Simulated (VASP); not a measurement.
Write the native input for VASP 6.6.1 that does the following.

| Quantity | Value |
| --- | --- |
| Task | single point |
| Functional | PBE |
| Potentials or basis | VASP PAW PBE potentials, release 64 (Sb, Bi_d, O) |
| Cutoff | 520 eV |
| k mesh | 12 × 12 × 6 |
| Occupations | gaussian, width 0.1 eV |
| Spin | no spin polarisation |
| Dipole correction | no |
| Further INCAR settings | ALGO = Normal; EDIFF = 1e-06; NBANDS = 30 |

The structure of BiSb4O lies in POSCAR:

```
BiSb4O
1.0
    5.3202935680      0.0000000000      0.0000000000
   -2.6601467840      4.6075093854      0.0000000000
    0.0000000000      0.0000000000      6.0557904628
Sb Bi O
4 1 1
Direct
    0.3333333333      0.6666666667      0.7418840748
    0.3333333333      0.6666666667      0.2581159252
    0.6666666667      0.3333333333      0.7418840748
    0.6666666667      0.3333333333      0.2581159252
    0.0000000000      0.0000000000      0.0000000000
    0.0000000000      0.0000000000      0.5000000000
```

The cell was built from a structure type or drawn by symmetry, and may not be a known phase.

These files were run (other wordings do the same):

INCAR

```
SYSTEM = BiSb4O
PREC = Accurate
ENCUT = 520
EDIFF = 1E-6
ISMEAR = 0
SIGMA = 0.1
LREAL = .FALSE.
LASPH = .TRUE.
NELM = 80
ALGO = Normal
ISIF = 2
LWAVE = .FALSE.
LCHARG = .FALSE.
GGA = PE
NBANDS = 30
```

KPOINTS

```
regular mesh
0
G
  12 12 6
  0 0 0
```

Potentials or basis: VASP PAW PBE potentials, release 64 (Sb, Bi_d, O).

Command:

```sh
$ cat potpaw_PBE.64/Sb/POTCAR potpaw_PBE.64/Bi_d/POTCAR potpaw_PBE.64/O/POTCAR > POTCAR
$ mpirun -np 1 vasp_std > vasp.out
```

It gave:

- Pressure: -0.1 GPa
- Largest force: 0.004 eV/Å
- Band gap on the k mesh: zero (an odd number of electrons rules out a gap without spin polarisation)

Caveat: spin-orbit coupling is left out, which moves the levels of the heavy elements; an odd number of electrons without spin polarisation forces a metal; a magnetic or distorted state may lie lower.

Run time: 2.7 min on 1 thread of Intel(R) Xeon(R) 6975P-C (Granite Rapids) (shared host), peak memory 0.48 GiB.
